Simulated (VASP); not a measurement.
# Mo (Im-3m) in VASP: notebook

Runs on Mo. Level: PBE. Tasks: single point.

Everything below comes from runs of VASP 6.6.1. Logs are shortened: lines on timing, memory, paths and dates and some standing lists are left out, and cuts for length are marked.

### Step 1. The cell of the first run

The structure is cubic, space group Im-3m (No. 229). Conventional cell: a = 3.163 Å, b = 3.163 Å, c = 3.163 Å, α = 90.00°, β = 90.00°, γ = 90.00°. Mo (site symmetry m-3m) has 14 Mo at 2.74 to 3.16 Å within 3.6 Å.

### Step 2. Single point, PBE

The input, INCAR:

```
PREC = Accurate
ENCUT = 520
EDIFF = 1E-6
ISMEAR = -1
SIGMA = 0.1
LREAL = F
LASPH = T
NELM = 80
ALGO = Normal
ISIF = 2
LWAVE = F
LCHARG = F
GGA = PE
NBANDS = 13
```

The input, KPOINTS:

```
regular mesh
0
Gamma
  20 20 20
```

The input, POSCAR:

```
Mo
1.0
   -1.5813793950      1.5813793950      1.5813793950
    1.5813793950     -1.5813793950      1.5813793950
    1.5813793950      1.5813793950     -1.5813793950
Mo
1
Direct
    0.0000000000      0.0000000000      0.0000000000
```

Potentials or basis: VASP PAW PBE potentials, release 64 (Mo_sv).

Started as:

```sh
> cat potpaw_PBE.64/Mo_sv/POTCAR > POTCAR
> mpirun -np 1 vasp_std > vasp.out
```

OUTCAR:

```text
PREC = Accurate
   ENCUT = 520
   EDIFF = 1E-6
   ISMEAR = -1
   LREAL = F
   LASPH = T
   NELM = 80
   ISIF = 2
   GGA = PE

 ion  position               nearest neighbor table
   1  0.000  0.000  0.000-

  LATTYP: Found a body centered cubic cell.
 ALAT       =     3.1627587900

  Lattice vectors:

 A1 = (  -1.5813793950,   1.5813793950,   1.5813793950)
 A2 = (   1.5813793950,  -1.5813793950,   1.5813793950)
 A3 = (   1.5813793950,   1.5813793950,  -1.5813793950)

Analysis of symmetry for initial positions (statically):
=====================================================================
 Subroutine PRICEL returns:
 Original cell was already a primitive cell.

 Routine SETGRP: Setting up the symmetry group for a
 body centered cubic supercell.

 Subroutine GETGRP returns: Found 48 space group operations
 (whereof 48 operations were pure point group operations)
 out of a pool of 48 trial point group operations.

The static configuration has the point symmetry O_h .

Analysis of symmetry for dynamics (positions and initial velocities):
=====================================================================
 Subroutine PRICEL returns:
 Original cell was already a primitive cell.

 Routine SETGRP: Setting up the symmetry group for a
 body centered cubic supercell.

 Subroutine GETGRP returns: Found 48 space group operations
 (whereof 48 operations were pure point group operations)
 out of a pool of 48 trial point group operations.

The dynamic configuration has the point symmetry O_h .

 Subroutine INISYM returns: Found 48 space group operations
 (whereof 48 operations are pure point group operations),
 and found     1 'primitive' translations

----------------------------------------------------------------------------------------

                                     Primitive cell

  volume of cell :      15.8186

  direct lattice vectors                    reciprocal lattice vectors
    -1.581379395  1.581379395  1.581379395     0.000000000  0.316179660  0.316179660
     1.581379395 -1.581379395  1.581379395     0.316179660  0.000000000  0.316179660
     1.581379395  1.581379395 -1.581379395     0.316179660  0.316179660  0.000000000

  length of vectors
     2.739029458  2.739029458  2.739029458     0.447145564  0.447145564  0.447145564

  position of ions in fractional coordinates (direct lattice)
     0.000000000  0.000000000  0.000000000

  ion indices of the primitive-cell ions
   primitive index   ion index
                 1           1

----------------------------------------------------------------------------------------

 KPOINTS: regular mesh

Automatic generation of k-mesh.
 Grid dimensions read from file:
 generate k-points for:   20   20   20

 Generating k-lattice:

  Cartesian coordinates                     Fractional coordinates (reciprocal lattice)
     0.000000000  0.015808983  0.015808983     0.050000000  0.000000000  0.000000000
     0.015808983  0.000000000  0.015808983     0.000000000  0.050000000  0.000000000
     0.015808983  0.015808983  0.000000000     0.000000000  0.000000000  0.050000000

  Length of vectors
     0.022357278  0.022357278  0.022357278

  Shift w.r.t. Gamma in fractional coordinates (k-lattice)
     0.000000000  0.000000000  0.000000000

 Subroutine IBZKPT returns following result:
 ===========================================

 Found    256 irreducible k-points:

 Following reciprocal coordinates:
            Coordinates               Weight
  0.000000  0.000000  0.000000      1.000000
  0.050000  0.000000  0.000000     12.000000
  0.100000  0.000000  0.000000     12.000000
  0.150000  0.000000  0.000000     12.000000
  0.200000  0.000000  0.000000     12.000000
  0.250000  0.000000  0.000000     12.000000
[... 16 lines left out ...]
  0.200000  0.100000  0.000000     48.000000
  0.250000  0.100000  0.000000     48.000000
 [... further k-points ...]
   k-points           NKPTS =    256   k-points in BZ     NKDIM =    256   number of bands    NBANDS=     13
   number of dos      NEDOS =    301   number of ions     NIONS =      1
   total plane-waves  NPLWV =   8000
   dimension x,y,z NGX =    20 NGY =   20 NGZ =   20
   dimension x,y,z NGXF=    40 NGYF=   40 NGZF=   40
   ions per type =               1
   NGX,Y,Z   is equivalent  to a cutoff of  12.14, 12.14, 12.14 a.u.
   NGXF,Y,Z  is equivalent  to a cutoff of  24.28, 24.28, 24.28 a.u.
 SYSTEM =  unknown system
   PREC   = accura    normal or accurate (medium, high low for compatibility)
   ISTART =      0    job   : 0-new  1-cont  2-samecut
   ICHARG =      2    charge: 1-file 2-atom 10-const
   ISPIN  =      1    spin polarized calculation?
   LNONCOLLINEAR =      F non collinear calculations
   LSORBIT =      F    spin-orbit coupling
   LASPH  =      T    aspherical Exc in radial PAW
   ENCUT  =  520.0 eV  38.22 Ry    6.18 a.u.   5.09  5.09  5.09*2*pi/ulx,y,z
   NELM   =     80;   NELMIN=  2; NELMDL= -5     # of ELM steps
   EDIFF  = 0.1E-05   stopping-criterion for ELM
   LREAL  =      F    real-space projection
   EDIFFG = 0.1E-04   stopping-criterion for IOM
   NSW    =      0    number of steps for IOM
   IBRION =     -1    ionic relax: 0-MD 1-quasi-New 2-CG
   NFREE  =      0    steps in history (QN), initial steepest desc. (CG)
   ISIF   =      2    stress and relaxation
   ISYM   =      2    0-nonsym 1-usesym 2-fastsym
   POTIM  = 0.5000    time-step for ionic-motion
   TEBEG  =    0.0;   TEEND  =   0.0 temperature during run
   PSTRESS=    0.0 pullay stress
   NELECT =      14.0000    total number of electrons
   NUPDOWN=      -1.0000    fix difference up-down
   EMIN   =  10.00;   EMAX   =-10.00  energy-range for DOS
   EFERMI =   0.00;   METHOD = LEGACY
   ISMEAR =    -1;   SIGMA  =   0.10  broadening in eV -4-tet -1-fermi 0-gaus
   EFERMI_NEDOS =   21; number of points for ismear=-14 and -15
   IALGO  =     38    algorithm
   IMIX   =      4    mixing-type and parameters
     AMIX     =   0.40;   BMIX     =  1.00
     AMIX_MAG =   1.60;   BMIX_MAG =  1.00
  volume/ion in A,a.u.               =      15.82       106.75
  Fermi-wavevector in a.u.,A,eV,Ry     =   1.571791  2.970254 33.613555  2.470527
  Thomas-Fermi vector in A             =   2.673322
   LORBIT       =      0    0 simple, 1 ext, 2 COOP (PROOUT), +10 PAW based schemes
   GGA     = PE    functional components
   LHFCALC =     F    Hartree Fock is set to
   AEXX    =    0.0000 exact exchange contribution
   IVDW    =     0    specifies the selected vdW correction
   LEPSILON=     F    determine dielectric tensor
   LRPA    =     F    only Hartree local field effects (RPA)
 non-spin polarized calculation
  energy-cutoff  :      520.00
  volume of cell :       15.82
 maximum number of plane-waves:       438
   NGX = 11   NGY = 11   NGZ = 11

 number of electron      14.0000004 magnetization

 Free energy of the ion-electron system (eV)
  ---------------------------------------------------
  ext. energy  EPLUGINS =         0.00000000
  ---------------------------------------------------
  free energy    TOTEN  =       -10.94721328 eV

  energy without entropy =      -10.92691971  energy(sigma->0) =      -10.93706650

 E-fermi :  12.4080     XC(G=0): -13.3237

 val. band max:       12.3983918080   @ k =  -0.2000   0.2000   0.1500
 cond. band min:      12.4262774148   @ k =  -0.2000   0.2000   0.1000
 fundamental gap:      0.0278856067
 Fermi energy:        12.4080168818

 k-point     1 :       0.0000    0.0000    0.0000
  band No.  band energies     occupation
      1     -48.8772      2.00000
      2     -22.1704      2.00000
      3     -22.1704      2.00000
      4     -22.1704      2.00000
      5       5.2068      2.00000
      6      11.0612      2.00000
      7      11.0612      2.00000
      8      11.0612      2.00000
      9      14.0432      0.00000
     10      14.0432      0.00000
     11      27.2169      0.00000
     12      27.2169      0.00000
     13      27.2169      0.00000

 k-point     2 :       0.0500    0.0000    0.0000
  band No.  band energies     occupation
      1     -48.8712      2.00000
      2     -22.2057      2.00000
      3     -22.1813      2.00000
      4     -22.1706      2.00000
      5       5.3167      2.00000
      6      10.9993      2.00000
      7      11.0517      2.00000
      8      11.1635      1.99999
      9      13.9502      0.00000
     10      14.0447      0.00000
     11      27.2999      0.00000
     12      27.4016      0.00000
     13      27.4332      0.00000

 k-point     3 :       0.1000    0.0000    0.0000
  band No.  band energies     occupation
      1     -48.8536      2.00000
      2     -22.3074      2.00000
      3     -22.2128      2.00000
      4     -22.1713      2.00000
      5       5.6339      2.00000
      6      10.8248      2.00000
      7      11.0114      2.00000
      8      11.4671      1.99984
      9      13.7317      0.00000
     10      14.0526      0.00000
     11      27.5080      0.00000
     12      27.9427      0.00000
     13      27.9904      0.00000
[... 305 lines left out ...]
 k-point    23 :       0.2000    0.1000    0.0000
  band No.  band energies     occupation
      1     -48.7404      2.00000
      2     -22.9056      2.00000
      3     -22.3944      2.00000
      4     -22.2201      2.00000
      5       7.4521      2.00000
      6       9.9755      2.00000
      7      10.4694      2.00000
      8      13.2635      0.00039
      9      13.9416      0.00000
     10      14.4445      0.00000
     11      27.5052      0.00000
     12      28.3726      0.00000
     13      30.6852      0.00000

 k-point    24 :       0.2500    0.1000    0.0000
  band No.  band energies     occupation
      1     -48.7031      2.00000
      2     -23.0861      2.00000
      3     -22.4709      2.00000
      4     -22.2239      2.00000
      5       7.7175      2.00000
      6       9.6930      2.00000
      7      10.7549      2.00000
      8      13.4354      0.00007
      9      14.5301      0.00000
     10      14.9508      0.00000
     11      26.6057      0.00000
     12      27.5457      0.00000
     13      31.8109      0.00000

 [... further k-points ...]

------------------------ aborting loop because EDIFF is reached ----------------------------------------

  FORCE on cell =-STRESS in cart. coord.  units (eV):
  Direction    XX          YY          ZZ          XY          YZ          ZX
  --------------------------------------------------------------------------------------
  -------------------------------------------------------------------------------------
  Total        0.0103573      0.0103573      0.0103573      0.0000000      0.0000000      0.0000000
  in kB        1.0490367      1.0490367      1.0490367      0.0000000      0.0000000      0.0000000
  external PRESSURE =       1.0490367 kB  Pullay stress =       0.0000000 kB

 VOLUME and BASIS-vectors are now :
 -----------------------------------------------------------------------------
  energy-cutoff  :      520.00
  volume of cell :       15.82
      direct lattice vectors                 reciprocal lattice vectors
    -1.581379395  1.581379395  1.581379395     0.000000000  0.316179660  0.316179660
     1.581379395 -1.581379395  1.581379395     0.316179660  0.000000000  0.316179660
     1.581379395  1.581379395 -1.581379395     0.316179660  0.316179660  0.000000000

 POSITION                                       TOTAL-FORCE (eV/Angst)
 -----------------------------------------------------------------------------------
      0.00000      0.00000      0.00000         0.000000      0.000000      0.000000
 -----------------------------------------------------------------------------------
    total drift:                                0.000000     -0.000000      0.000000

  FREE ENERGIE OF THE ION-ELECTRON SYSTEM (eV)
  ---------------------------------------------------
  free  energy   TOTEN  =       -10.9472132788 eV

  energy  without entropy=      -10.9269197115  energy(sigma->0) =      -10.93706650
```

Wall time 37 s (1 thread of Intel Xeon Platinum 8259CL at 2.50GHz (Skylake/Cascade Lake), shared host); peak memory 0.16 GiB.

What came out:

```
Free energy            : -10.9472 eV
Pressure               : 0.1 GPa
Band gap on the k mesh : zero (band 7 reaches 16.32 eV, above the bottom of band 8 at 11.06 eV)
```

### Step 3. Single point, PBE

Edit INCAR of step 2 so:

```diff
@@ -11,4 +11,6 @@
 LWAVE = F
-LCHARG = F
+LCHARG = T
 GGA = PE
+LELF = T
+LVHAR = T
 NBANDS = 13
```

The input, KPOINTS:

```
Automatic mesh
0
Gamma
  23 23 23
```

POSCAR is that of step 2.

Potentials or basis: VASP PAW PBE potentials, release 64 (Mo_sv).

Started as:

```sh
> cat potpaw_PBE.64/Mo_sv/POTCAR > POTCAR
> mpirun -np 1 vasp_std > vasp.out
```

Run time: 45 s. Hardware: 1 thread of Intel Xeon Platinum 8259CL at 2.50GHz (Skylake/Cascade Lake), shared host; peak memory 0.18 GiB.

The run converged. Its results:

* Free energy: -10.9470 eV
* Pressure: 0.1 GPa
* Band gap on the k mesh: zero (band 7 reaches 16.19 eV, above the bottom of band 8 at 11.06 eV)

Levels at points of the mesh, in eV from the Fermi level:
```tsv
k point	band 4	band 5	band 6	band 7	band 8	band 9	band 10	band 11
(0.00, 0.00, 0.00)	-34.57	-7.19	-1.34	-1.34	-1.34	1.64	1.64	14.82
```

### Step 4. Single point, PBE

The input, INCAR:

```
SYSTEM = Mo
PREC     = Accurate       ! precision mode
ENCUT    = 520            ! plane-wave cutoff, eV
EDIFF    = 1E-6           ! SCF threshold, eV
ISMEAR   = -1             ! smearing method
SIGMA    = 0.1            ! smearing width, eV
LREAL    = .FALSE.        ! projectors in reciprocal space
LASPH    = .TRUE.         ! aspherical terms in the spheres
NELM     = 60             ! most SCF steps
ALGO     = Normal         ! electronic algorithm
ISIF     = 2              ! what is computed and relaxed
LWAVE    = .FALSE.        ! write WAVECAR
LCHARG   = .TRUE.         ! write CHGCAR
GGA      = PE             ! functional
LELF     = .TRUE.         ! ELF
LVHAR    = .TRUE.       
NBANDS   = 13             ! bands
```

The input, KPOINTS:

```
regular mesh
0
G
  2 2 2
  0 0 0
```

POSCAR is that of step 3.

Started as:

```sh
> cat potpaw_PBE.64/Mo_sv/POTCAR > POTCAR
> mpirun -np 1 vasp_std > vasp.out
```

Run time: 3.5 s. Hardware: 1 thread of Intel Xeon 8259CL, shared host; peak memory 0.12 GiB.

It converged, with:

- Free energy: -9.8152 eV
- Pressure: 10.1 GPa
- Band gap on the k mesh: zero (band 7 reaches 16.36 eV, above the bottom of band 8 at 11.09 eV)

Levels at points of the mesh, in eV from the Fermi level:
| k point | band 4 | band 5 | band 6 | band 7 | band 8 | band 9 | band 10 | band 11 |
| --- | --- | --- | --- | --- | --- | --- | --- | --- |
| (0.00, 0.00, 0.00) | -36.13 | -8.81 | -2.92 | -2.92 | -2.92 | 0.05 | 0.05 | 13.22 |
| (0.50, 0.00, 0.00) | -36.14 | -6.85 | -4.93 | -0.03 | 0.08 | 0.70 | 3.10 | 9.88 |
| (0.50, 0.50, 0.50) | -37.07 | -6.95 | -6.95 | 2.35 | 2.35 | 2.35 | 7.36 | 7.36 |

Caveat: the k points lie up to 1.40 Å⁻¹ apart.

### Step 5. Single point, PBE

The input, INCAR:

```
  ALGO = Normal
  EDIFF = 1E-6
  ENCUT = 520
  GGA = PE
  ISIF = 2
  ISMEAR = -1
  LASPH = T
  LCHARG = T
  LELF = T
  LREAL = F
  LVHAR = T
  LWAVE = F
  NBANDS = 13
  NELM = 80
  PREC = Accurate
  SIGMA = 0.1
```

The input, KPOINTS:

```
k-points
0
Gamma
  4 4 4
```

POSCAR is that of step 4.

Started as:

```sh
> cat potpaw_PBE.64/Mo_sv/POTCAR > POTCAR
> mpirun -np 1 vasp_std > vasp.out
```

It took 4.3 s on 1 thread of Intel Xeon 8259CL, shared host; peak memory 0.12 GiB.

It converged, with:

- Free energy: -10.9008 eV
- Pressure: 0.6 GPa
- Band gap on the k mesh: zero (band 7 reaches 16.36 eV, above the bottom of band 8 at 11.09 eV)

Levels at points of the mesh, in eV from the Fermi level:
| k point | band 4 | band 5 | band 6 | band 7 | band 8 | band 9 | band 10 | band 11 |
| --- | --- | --- | --- | --- | --- | --- | --- | --- |
| (0.00, 0.00, 0.00) | -34.41 | -7.08 | -1.19 | -1.19 | -1.19 | 1.78 | 1.78 | 14.92 |
| (0.50, 0.00, 0.00) | -34.42 | -5.12 | -3.20 | 1.70 | 1.81 | 2.43 | 4.82 | 11.61 |
| (0.50, 0.50, 0.50) | -35.34 | -5.22 | -5.22 | 4.07 | 4.07 | 4.07 | 9.10 | 9.10 |

Caveat: the k points lie up to 0.70 Å⁻¹ apart.

(Part 1 of 2 ends here.)
